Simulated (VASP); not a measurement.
# CdS in VASP: notebook

CdS is run at these levels: PBE; tasks: single point, relaxation of the atoms.

All numbers are computed with VASP 6.6.1; they aren't measurements. Logs are shortened: lines on timing, memory, paths and dates and some standing lists are left out, and cuts for length are marked.

## 1. The cell of the first run

The cell holds a slab with vacuum, 4 atoms: a = 4.125 Å, b = 4.125 Å, c = 32.219 Å, α = 90.00°, β = 90.00°, γ = 60.00°.

## 2. Single point, PBE

Contents of INCAR:

```
  ALGO = Normal
  DIPOL = 0.5 0.5 0.287
  EDIFF = 1E-6
  ENCUT = 400
  GGA = PE
  GGA_COMPAT = F
  IDIPOL = 3
  ISIF = 2
  ISMEAR = -1
  LASPH = T
  LCHARG = T
  LDIPOL = T
  LELF = T
  LREAL = F
  LVACPOTAV = T
  LVHAR = T
  LWAVE = F
  NBANDS = 26
  NELM = 120
  NELMDL = -8
  PREC = Accurate
  SIGMA = 0.1
```

Contents of KPOINTS:

```
k-points
0
Gamma
  4 4 1
```

Contents of POSCAR:

```
CdS
1.0
    4.1245538547      0.0000000000      0.0000000000
    2.0622769273      3.5719684174      0.0000000000
    0.0000000000      0.0000000000     32.2192103005
Cd S
2 2
Direct
    0.0000000000      0.0000000000      0.2172616875
    0.3333333333      0.3333333333      0.3347163210
    0.3333333333      0.3333333333      0.2433927138
    0.6666666667      0.6666666667      0.3518095963
```

Potentials or basis: VASP PAW PBE potentials, release 64 (Cd, S).

Run with:

```console
cat potpaw_PBE.64/Cd/POTCAR potpaw_PBE.64/S/POTCAR > POTCAR
mpirun -np 1 vasp_std > vasp.out
```

OUTCAR:

```text
EDIFF = 1E-6
   ENCUT = 400
   GGA = PE
   ISIF = 2
   ISMEAR = -1
   LASPH = T
   LREAL = F
   NELM = 120
   NELMDL = -8
   PREC = Accurate

 ion  position               nearest neighbor table
   1  0.000  0.000  0.217-   3 2.53   3 2.53   3 2.53
   2  0.333  0.333  0.335-   4 2.44   4 2.44   4 2.44   3 2.94
   3  0.333  0.333  0.243-   1 2.53   1 2.53   1 2.53   2 2.94
   4  0.667  0.667  0.352-   2 2.44   2 2.44   2 2.44

  LATTYP: Found a hexagonal cell.
 ALAT       =     4.1245538546
 C/A-ratio  =     7.8115625195

  Lattice vectors:

 A1 = (  -2.0622769273,  -3.5719684174,   0.0000000000)
 A2 = (   4.1245538547,   0.0000000000,   0.0000000000)
 A3 = (   0.0000000000,   0.0000000000,  32.2192103005)

Analysis of symmetry for initial positions (statically):
=====================================================================
 Subroutine PRICEL returns:
 Original cell was already a primitive cell.

 Routine SETGRP: Setting up the symmetry group for a
 hexagonal supercell.

 Subroutine GETGRP returns: Found  6 space group operations
 (whereof  6 operations were pure point group operations)
 out of a pool of 24 trial point group operations.

The static configuration has the point symmetry C_3v.

Analysis of symmetry for dynamics (positions and initial velocities):
=====================================================================
 Subroutine PRICEL returns:
 Original cell was already a primitive cell.

 Routine SETGRP: Setting up the symmetry group for a
 hexagonal supercell.

 Subroutine GETGRP returns: Found  6 space group operations
 (whereof  6 operations were pure point group operations)
 out of a pool of 24 trial point group operations.

The dynamic configuration has the point symmetry C_3v.

 Subroutine INISYM returns: Found  6 space group operations
 (whereof  6 operations are pure point group operations),
 and found     1 'primitive' translations

----------------------------------------------------------------------------------------

                                     Primitive cell

  volume of cell :     474.6784

  direct lattice vectors                    reciprocal lattice vectors
     4.124553855  0.000000000  0.000000000     0.242450465 -0.139978841  0.000000000
     2.062276927  3.571968417  0.000000000     0.000000000  0.279957682  0.000000000
     0.000000000  0.000000000 32.219210301     0.000000000  0.000000000  0.031037384

  length of vectors
     4.124553855  4.124553855 32.219210301     0.279957682  0.279957682  0.031037384

  position of ions in fractional coordinates (direct lattice)
     0.000000000  0.000000000  0.217261687
     0.333333333  0.333333333  0.334716321
     0.333333333  0.333333333  0.243392714
     0.666666667  0.666666667  0.351809596

  ion indices of the primitive-cell ions
   primitive index   ion index
                 1           1
                 2           2
                 3           3
                 4           4

----------------------------------------------------------------------------------------

 KPOINTS: k-points

Automatic generation of k-mesh.
 Grid dimensions read from file:
 generate k-points for:    4    4    1

 Generating k-lattice:

  Cartesian coordinates                     Fractional coordinates (reciprocal lattice)
     0.060612616 -0.034994710  0.000000000     0.250000000  0.000000000  0.000000000
     0.000000000  0.069989421  0.000000000     0.000000000  0.250000000  0.000000000
     0.000000000  0.000000000  0.031037384     0.000000000  0.000000000  1.000000000

  Length of vectors
     0.069989421  0.069989421  0.031037384

  Shift w.r.t. Gamma in fractional coordinates (k-lattice)
     0.000000000  0.000000000  0.000000000

 Subroutine IBZKPT returns following result:
 ===========================================

 Found      4 irreducible k-points:

 Following reciprocal coordinates:
            Coordinates               Weight
  0.000000  0.000000  0.000000      1.000000
  0.250000 -0.000000  0.000000      6.000000
  0.500000 -0.000000  0.000000      3.000000
  0.500000  0.250000  0.000000      6.000000
   k-points           NKPTS =      4   k-points in BZ     NKDIM =      4   number of bands    NBANDS=     26
   number of dos      NEDOS =    301   number of ions     NIONS =      4
   total plane-waves  NPLWV = 164640
   dimension x,y,z NGX =    28 NGY =   28 NGZ =  210
   dimension x,y,z NGXF=    56 NGYF=   56 NGZF=  420
   ions per type =               2   2
   NGX,Y,Z   is equivalent  to a cutoff of  11.29, 11.29, 10.84 a.u.
   NGXF,Y,Z  is equivalent  to a cutoff of  22.57, 22.57, 21.67 a.u.
 SYSTEM =  unknown system
   PREC   = accura    normal or accurate (medium, high low for compatibility)
   ISTART =      0    job   : 0-new  1-cont  2-samecut
   ICHARG =      2    charge: 1-file 2-atom 10-const
   ISPIN  =      1    spin polarized calculation?
   LNONCOLLINEAR =      F non collinear calculations
   LSORBIT =      F    spin-orbit coupling
   LASPH  =      T    aspherical Exc in radial PAW
   ENCUT  =  400.0 eV  29.40 Ry    5.42 a.u.   6.73  6.73 52.54*2*pi/ulx,y,z
   NELM   =    120;   NELMIN=  2; NELMDL= -8     # of ELM steps
   EDIFF  = 0.1E-05   stopping-criterion for ELM
   LREAL  =      F    real-space projection
   EDIFFG = 0.1E-04   stopping-criterion for IOM
   NSW    =      0    number of steps for IOM
   IBRION =     -1    ionic relax: 0-MD 1-quasi-New 2-CG
   NFREE  =      0    steps in history (QN), initial steepest desc. (CG)
   ISIF   =      2    stress and relaxation
   ISYM   =      2    0-nonsym 1-usesym 2-fastsym
   POTIM  = 0.5000    time-step for ionic-motion
   TEBEG  =    0.0;   TEEND  =   0.0 temperature during run
   PSTRESS=    0.0 pullay stress
   NELECT =      36.0000    total number of electrons
   NUPDOWN=      -1.0000    fix difference up-down
   EMIN   =  10.00;   EMAX   =-10.00  energy-range for DOS
   EFERMI =   0.00;   METHOD = LEGACY
   ISMEAR =    -1;   SIGMA  =   0.10  broadening in eV -4-tet -1-fermi 0-gaus
   EFERMI_NEDOS =   21; number of points for ismear=-14 and -15
   IALGO  =     38    algorithm
   IMIX   =      4    mixing-type and parameters
     AMIX     =   0.40;   BMIX     =  1.00
     AMIX_MAG =   1.60;   BMIX_MAG =  1.00
  volume/ion in A,a.u.               =     118.67       800.82
  Fermi-wavevector in a.u.,A,eV,Ry     =   0.692962  1.309508  6.533460  0.480196
  Thomas-Fermi vector in A             =   1.775041
   LORBIT       =      0    0 simple, 1 ext, 2 COOP (PROOUT), +10 PAW based schemes
   GGA     = PE    functional components
   LHFCALC =     F    Hartree Fock is set to
   AEXX    =    0.0000 exact exchange contribution
   IVDW    =     0    specifies the selected vdW correction
   LEPSILON=     F    determine dielectric tensor
   LRPA    =     F    only Hartree local field effects (RPA)
 non-spin polarized calculation
  energy-cutoff  :      400.00
  volume of cell :      474.68
 maximum number of plane-waves:      8650
 NGX is ok and might be reduce to    28
   NGX = 13   NGY = 13   NGZ =105

 number of electron      35.9999999 magnetization

 dipolmoment           0.000000      0.000000      0.283380 electrons x Angstroem

 Free energy of the ion-electron system (eV)
  ---------------------------------------------------
  ext. energy  EPLUGINS =         0.00000000
  ---------------------------------------------------
  free energy    TOTEN  =       -11.01490192 eV

  energy without entropy =      -10.99198096  energy(sigma->0) =      -11.00344144

 E-fermi :  -3.0206     XC(G=0):  -2.3694

 val. band max:       -3.1723377172   @ k =   0.0000   0.0000   0.0000
 cond. band min:      -2.9525473470   @ k =   0.0000   0.0000   0.0000
 fundamental gap:      0.2197903702
 Fermi energy:        -3.0206285414

 k-point     1 :       0.0000    0.0000    0.0000
  band No.  band energies     occupation
      1     -16.4754      2.00000
      2     -15.0573      2.00000
      3     -12.4001      2.00000
      4     -12.4001      2.00000
      5     -12.1128      2.00000
      6     -12.0530      2.00000
[... 18 lines left out ...]
     25       2.4750      0.00000
     26       2.7461      0.00000

 k-point     2 :       0.2500   -0.0000    0.0000
  band No.  band energies     occupation
      1     -16.3343      2.00000
      2     -14.8907      2.00000
      3     -12.3205      2.00000
      4     -12.2947      2.00000
      5     -12.1010      2.00000
      6     -12.0297      2.00000
[... 18 lines left out ...]
     25       2.1731      0.00000
     26       2.3700      0.00000

 k-point     3 :       0.5000   -0.0000    0.0000
  band No.  band energies     occupation
      1     -16.1968      2.00000
      2     -14.7273      2.00000
      3     -12.2651      2.00000
      4     -12.2288      2.00000
      5     -12.0725      2.00000
      6     -11.9735      2.00000
[... 18 lines left out ...]
     25       2.6336      0.00000
     26       2.9315      0.00000

 k-point     4 :       0.5000    0.2500    0.0000
  band No.  band energies     occupation
      1     -16.1980      2.00000
      2     -14.7281      2.00000
      3     -12.2864      2.00000
      4     -12.1715      2.00000
      5     -12.1063      2.00000
      6     -12.0100      2.00000
[... 18 lines left out ...]
     25       2.6798      0.00000
     26       2.9709      0.00000

------------------------ aborting loop because EDIFF is reached ----------------------------------------

  FORCE on cell =-STRESS in cart. coord.  units (eV):
  Direction    XX          YY          ZZ          XY          YZ          ZX
  --------------------------------------------------------------------------------------
  -------------------------------------------------------------------------------------
  Total        1.3266095      1.3266095     -0.8268183     -0.0000000      0.0000000      0.0000000
  in kB        4.4776920      4.4776920     -2.7907516     -0.0000000      0.0000000      0.0000000
  external PRESSURE =       2.0548775 kB  Pullay stress =       0.0000000 kB

 VOLUME and BASIS-vectors are now :
 -----------------------------------------------------------------------------
  energy-cutoff  :      400.00
  volume of cell :      474.68
      direct lattice vectors                 reciprocal lattice vectors
     4.124553855  0.000000000  0.000000000     0.242450465 -0.139978841  0.000000000
     2.062276927  3.571968417  0.000000000     0.000000000  0.279957682  0.000000000
     0.000000000  0.000000000 32.219210301     0.000000000  0.000000000  0.031037384

 POSITION                                       TOTAL-FORCE (eV/Angst)
 -----------------------------------------------------------------------------------
      0.00000      0.00000      7.00000         0.000000     -0.000000      0.784423
      2.06228      1.19066     10.78430        -0.000000      0.000000     -0.001292
      2.06228      1.19066      7.84192        -0.000000      0.000000     -0.809185
      4.12455      2.38131     11.33503         0.000000     -0.000000      0.026054
 -----------------------------------------------------------------------------------
    total drift:                               -0.000000     -0.000000      0.001114

  FREE ENERGIE OF THE ION-ELECTRON SYSTEM (eV)
  ---------------------------------------------------
  free  energy   TOTEN  =       -11.0149019170 eV

  energy  without entropy=      -10.9919809603  energy(sigma->0) =      -11.00344144

 vacuum level on the upper side and lower side of the slab         3.097        -0.383
```

Wall time 45 s (1 thread of Intel Xeon 6975P-C (Granite Rapids), shared host); peak memory 0.38 GiB.

What came out:

```
Free energy            : -11.0149 eV
Largest force          : 0.809 eV/Å
Band gap on the k mesh : 0.22 eV
```

Forces on the atoms (eV/Å):
```
Cd   0.000  0.000  0.784
Cd   0.000  0.000 -0.001
S    0.000  0.000 -0.809
S    0.000  0.000  0.026
```

Levels at points of the mesh, in eV from the valence-band top:
```csv
k point,band 14,band 15,band 16,band 17,band 18,band 19,band 20,band 21,band 22,band 23
"(0.00, 0.00, 0.00)",-1.66,-1.66,-1.61,0.00,0.00,0.22,2.08,2.35,2.90,3.52
"(0.50, 0.00, 0.00)",-4.07,-2.65,-2.59,-1.26,-0.67,0.99,2.69,3.91,4.60,4.91
```

Caveat: the k points lie up to 0.44 Å⁻¹ apart.

## 3. Relaxation of the atoms, PBE

This run uses another cell than the first one.

Contents of INCAR:

```
PREC     = Accurate       # precision mode
ENCUT    = 450            # plane-wave cutoff, eV
EDIFF    = 1E-7           # SCF threshold, eV
ISMEAR   = -1             # smearing method
SIGMA    = 0.1            # smearing width, eV
LREAL    = F              # projectors in reciprocal space
LASPH    = T              # aspherical terms in the spheres
NELM     = 120            # most SCF steps
ALGO     = Normal         # electronic algorithm
ISIF     = 2              # what is computed and relaxed
LWAVE    = F              # write WAVECAR
LCHARG   = F              # write CHGCAR
LDIPOL   = T            
IDIPOL   = 3            
DIPOL    = 0.5 0.5 0.500
GGA      = PE             # functional
IBRION   = 2              # ionic algorithm
NSW      = 50             # ionic steps
EDIFFG   = -0.03          # ionic threshold
GGA_COMPAT= F            
NELMIN   = 4            
NELMDL   = -8
```

Contents of KPOINTS:

```
regular mesh
0
Gamma
  4 4 1
```

Contents of POSCAR:

```
CdS
1.0
    4.1245538547      0.0000000000      0.0000000000
    2.0622769273      3.5719684174      0.0000000000
    0.0000000000      0.0000000000     18.2096051502
Cd S
2 2
Selective dynamics
Direct
    0.0000000000      0.0000000000      0.3844125088  F F F
    0.3333333333      0.3333333333      0.5693524947  T T T
    0.3333333333      0.3333333333      0.4306475053  F F F
    0.6666666667      0.6666666667      0.6155874912  T T T
```

Potentials or basis: VASP PAW PBE potentials, release 64 (Cd, S).

Run with:

```console
cat potpaw_PBE.64/Cd/POTCAR potpaw_PBE.64/S/POTCAR > POTCAR
mpirun -np 1 vasp_std > vasp.out
```

Wall time 3.3 min (1 thread of Intel Xeon 6975P-C (Granite Rapids), shared host); peak memory 0.33 GiB.

Results (log left out):

```yaml
Free_energy: -11.0194 eV
Energy_gained_by_relaxing: 44.6 meV/atom
Ionic_steps: 12
Band_gap_on_the_k_mesh: 0.21 eV
```

Step by step:
```tsv
step	energy change (eV)	largest force on free atoms (eV/Å)	pressure (GPa)
1	0.0000	1.2543	0.46
2	-0.0697	0.8716	0.51
3	-0.1443	0.2764	0.69
4	-0.1521	0.1571	0.76
5	-0.1531	0.1898	0.80
6	-0.1532	0.1965	0.80
7	-0.1564	0.1812	0.77
8	-0.1647	0.1334	0.68
9	-0.1747	0.0630	0.51
10	-0.1702	0.1860	0.18
11	-0.1767	0.0866	0.38
12	-0.1786	0.0283	0.42
```

Final structure:
```
Cd S
1.0
     4.12455    0.00000    0.00000
     2.06228    3.57197    0.00000
     0.00000    0.00000   18.20961
Cd S
2 2
Direct
  0.00000 0.00000 0.38441
  0.33333 0.33333 0.59189
  0.33333 0.33333 0.43065
  0.66667 0.66667 0.62321
```

Levels at points of the mesh, in eV from the valence-band top:
| k point | band 16 | band 17 | band 18 | band 19 | band 20 | band 21 |
| --- | --- | --- | --- | --- | --- | --- |
| (0.00, 0.00, 0.00) | -1.62 | 0.00 | 0.00 | 0.21 | 2.08 | 2.35 |
| (0.50, 0.00, 0.00) | -2.61 | -1.24 | -0.68 | 0.97 | 2.67 | 3.90 |

Caveat: the k points lie up to 0.44 Å⁻¹ apart.
